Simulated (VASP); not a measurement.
# FeO (Fm-3m) in VASP: relaxation of cell and atoms with PBEsol

Aim: the relaxation of cell and atoms of FeO with PBEsol.

Program: VASP 6.6.1. These are calculated values, not measurements. Logs are shortened: lines on timing, memory, paths and dates and some standing lists are left out, and cuts for length are marked.

### Step 1. The cell of the first run

It takes space group Fm-3m (No. 225, cubic). The conventional cell has a = 4.246 Å, b = 4.246 Å, c = 4.246 Å, α = 90.00°, β = 90.00°, γ = 90.00°. Fe (site symmetry m-3m) has 6 O at 2.12 Å within 2.8 Å. Within 2.8 Å of O (site symmetry m-3m) lie 6 Fe at 2.12 Å.

### Step 2. Relaxation of cell and atoms, PBEsol, collinear spin, ferromagnetic start

INCAR reads:

```
PREC     = Accurate       # precision mode
ENCUT    = 600            # plane-wave cutoff, eV
EDIFF    = 1E-6           # SCF threshold, eV
ISMEAR   = 0              # smearing method
SIGMA    = 0.1            # smearing width, eV
LREAL    = F              # projectors in reciprocal space
LASPH    = T              # aspherical terms in the spheres
NELM     = 150            # most SCF steps
ALGO     = Normal         # electronic algorithm
ISIF     = 3              # what is computed and relaxed
LWAVE    = F              # write WAVECAR
LCHARG   = F              # write CHGCAR
ISPIN    = 2              # spin polarisation
MAGMOM   = 3.76 0.37      # initial moments
LORBIT   = 11             # projections on sites
LMAXMIX  = 4              # l up to which the mixer works
GGA      = PS             # functional
IBRION   = 2              # ionic algorithm
NSW      = 100            # ionic steps
EDIFFG   = -0.005         # ionic threshold
```

KPOINTS reads:

```
regular mesh
0
Gamma
  18 18 18
```

POSCAR reads:

```
FeO
1.0
    0.0000000000      2.1230705874      2.1230705874
    2.1230705874      0.0000000000      2.1230705874
    2.1230705874      2.1230705874      0.0000000000
Fe O
1 1
Direct
    0.0000000000      0.0000000000      0.0000000000
    0.5000000000      0.5000000000      0.5000000000
```

Potentials or basis: VASP PAW PBE potentials, release 64 (Fe, O).

Run with:

```
> cat potpaw_PBE.64/Fe/POTCAR potpaw_PBE.64/O/POTCAR > POTCAR
> mpirun -np 1 vasp_std > vasp.out
```

OUTCAR:

```text
PREC = Accurate
   ENCUT = 600
   EDIFF = 1E-6
   ISMEAR = 0
   LREAL = F
   LASPH = T
   NELM = 150
   ISIF = 3
   ISPIN = 2
   LORBIT = 11
   GGA = PS
   IBRION = 2
   NSW = 100
   EDIFFG = -0.005

 ion  position               nearest neighbor table
   1  0.000  0.000  0.000-   2 2.12   2 2.12   2 2.12   2 2.12   2 2.12   2 2.12
   2  0.500  0.500  0.500-   1 2.12   1 2.12   1 2.12   1 2.12   1 2.12   1 2.12

  LATTYP: Found a face centered cubic cell.
 ALAT       =     4.2461411748

  Lattice vectors:

 A1 = (   0.0000000000,   2.1230705874,   2.1230705874)
 A2 = (   2.1230705874,   0.0000000000,   2.1230705874)
 A3 = (   2.1230705874,   2.1230705874,   0.0000000000)

Analysis of symmetry for initial positions (statically):
=====================================================================
 Subroutine PRICEL returns:
 Original cell was already a primitive cell.

 Routine SETGRP: Setting up the symmetry group for a
 face centered cubic supercell.

 Subroutine GETGRP returns: Found 48 space group operations
 (whereof 48 operations were pure point group operations)
 out of a pool of 48 trial point group operations.

The static configuration has the point symmetry O_h .

Analysis of symmetry for dynamics (positions and initial velocities):
=====================================================================
 Subroutine PRICEL returns:
 Original cell was already a primitive cell.

 Routine SETGRP: Setting up the symmetry group for a
 face centered cubic supercell.

 Subroutine GETGRP returns: Found 48 space group operations
 (whereof 48 operations were pure point group operations)
 out of a pool of 48 trial point group operations.

The dynamic configuration has the point symmetry O_h .

Analysis of structural, dynamic, and magnetic symmetry:
=====================================================================
 Subroutine PRICEL returns:
 Original cell was already a primitive cell.

 Routine SETGRP: Setting up the symmetry group for a
 face centered cubic supercell.

 Subroutine GETGRP returns: Found 48 space group operations
 (whereof 48 operations were pure point group operations)
 out of a pool of 48 trial point group operations.

The overall configuration has the point symmetry O_h .

 Subroutine INISYM returns: Found 48 space group operations
 (whereof 48 operations are pure point group operations),
 and found     1 'primitive' translations

----------------------------------------------------------------------------------------

                                     Primitive cell
[... 121 lines left out ...]
   LRPA    =     F    only Hartree local field effects (RPA)
 conjugate gradient relaxation of ions
 spin polarized calculation
 Gauss-broadening in eV      SIGMA  =   0.10
  energy-cutoff  :      600.00
  volume of cell :       19.14
 maximum number of plane-waves:       650
   NGX = 11   NGY = 11   NGZ = 11

--------------------------------------- Ionic step        1  -------------------------------------------

 number of electron      13.9999999 magnetization       3.9996312

 Free energy of the ion-electron system (eV)
  ---------------------------------------------------
  ext. energy  EPLUGINS =         0.00000000
  ---------------------------------------------------
  free energy    TOTEN  =       -15.86626179 eV

  energy without entropy =      -15.86020742  energy(sigma->0) =      -15.86323461

------------------------ aborting loop because EDIFF is reached ----------------------------------------

  FORCE on cell =-STRESS in cart. coord.  units (eV):
  Direction    XX          YY          ZZ          XY          YZ          ZX
  --------------------------------------------------------------------------------------
  -------------------------------------------------------------------------------------
  Total        0.0215264      0.0215264      0.0215264     -0.0000000      0.0000000     -0.0000000
  in kB        1.8020173      1.8020173      1.8020173     -0.0000000      0.0000000     -0.0000000
  external PRESSURE =       1.8020173 kB  Pullay stress =       0.0000000 kB
[... 59 lines left out ...]
--------------------------------------- Ionic step        3  -------------------------------------------

 number of electron      13.9999998 magnetization       3.9999093

 Free energy of the ion-electron system (eV)
  ---------------------------------------------------
  ext. energy  EPLUGINS =         0.00000000
  ---------------------------------------------------
  free energy    TOTEN  =       -15.86627511 eV

  energy without entropy =      -15.86021180  energy(sigma->0) =      -15.86324346

 E-fermi :   6.5525     XC(G=0): -12.6582

 val. band max:        6.5500719419   @ k =  -0.2222   0.0556   0.0000
 cond. band min:       6.5530118912   @ k =  -0.2222   0.1667   0.0000
 fundamental gap:      0.0029399493
 Fermi energy:         6.5525133805

 spin component 1

 k-point     1 :       0.0000    0.0000    0.0000
  band No.  band energies     occupation
      1     -14.5090      1.00000
      2       2.5603      1.00000
      3       2.5603      1.00000
      4       2.5603      1.00000
      5       2.6265      1.00000
      6       2.6265      1.00000
      7       2.6265      1.00000
      8       2.8827      1.00000
      9       2.8827      1.00000
     10       6.8030      0.00020
     11      21.9438      0.00000
     12      23.7976      0.00000
     13      23.7976      0.00000
[... 356 lines left out ...]
      2      -0.5920      1.00000
      3       0.4231      1.00000
      4       0.6808      1.00000
      5       2.9876      1.00000
      6       3.1093      1.00000
      7       3.4987      1.00000
      8       4.7529      1.00000
      9       5.4047      1.00000
     10       9.5069      0.00000
     11      17.4444      0.00000
     12      20.9515      0.00000
     13      21.9263      0.00000

 [... further k-points ...]

 spin component 2

 k-point     1 :       0.0000    0.0000    0.0000
  band No.  band energies     occupation
      1     -13.9315      1.00000
      2       3.1771      1.00000
      3       3.1771      1.00000
      4       3.1771      1.00000
      5       5.7479      1.00000
      6       5.7480      1.00000
      7       5.7481      1.00000
      8       6.6515      0.08072
      9       6.6517      0.08033
     10       7.6263      0.00000
     11      21.9891      0.00000
     12      24.7955      0.00000
     13      24.7955      0.00000
[... 397 lines left out ...]
  FREE ENERGIE OF THE ION-ELECTRON SYSTEM (eV)
  ---------------------------------------------------
  free  energy   TOTEN  =       -15.8662751128 eV

  energy  without entropy=      -15.8602118043  energy(sigma->0) =      -15.86324346

 reached required accuracy - stopping structural energy minimisation

 total charge

# of ion       s       p       d       tot
------------------------------------------
    1        0.305   0.396   6.119   6.820
    2        1.548   3.441   0.000   4.988
--------------------------------------------------
tot          1.853   3.836   6.119  11.808

 magnetization (x)

# of ion       s       p       d       tot
------------------------------------------
    1        0.026   0.022   3.556   3.604
    2        0.032   0.281   0.000   0.313
--------------------------------------------------
tot          0.058   0.303   3.556   3.916
```

Run time: 4.5 min. Hardware: 1 thread of Intel Xeon 8259CL, shared host; peak memory 0.23 GiB.

Results:

* Free energy: -15.8663 eV
* Relaxed volume: 9.58 Å³/atom
* Relaxed cell: a = 3.004 Å, b = 3.004 Å, c = 3.004 Å, α = 60.00°, β = 60.00°, γ = 60.00°
* Space group after relaxing (to 0.1 Å): Fm-3m (No. 225)
* Energy gained by relaxing: 0.0 meV/atom
* Ionic steps: 3
* Pressure after relaxing: 0.1 GPa
* Band gap on the k mesh: zero (filled and empty bands overlap)
* Net moment: 4.00 μB per cell
* Site moments: Fe +3.60; O +0.31 μB
* Valence electrons inside the program's atomic spheres: Fe 6.82; O 4.99

Final structure:
```
Fe O
1.0
     0.00000    2.12383    2.12383
     2.12383    0.00000    2.12383
     2.12383    2.12383    0.00000
Fe O
1 1
Direct
  0.00000 0.00000 0.00000
  0.50000 0.50000 0.50000
```

Caveat: the PAW data sets were made with another functional, which shifts forces and pressure a little; a cell with one magnetic atom can't hold antiferromagnetic order, which such compounds often take; semilocal functionals often make such compounds metallic where correlation or magnetic order opens a gap, which also shifts bond lengths. With open d or f shells a metallic result of PBEsol can be an artefact of self-interaction; +U or a hybrid may open a gap.
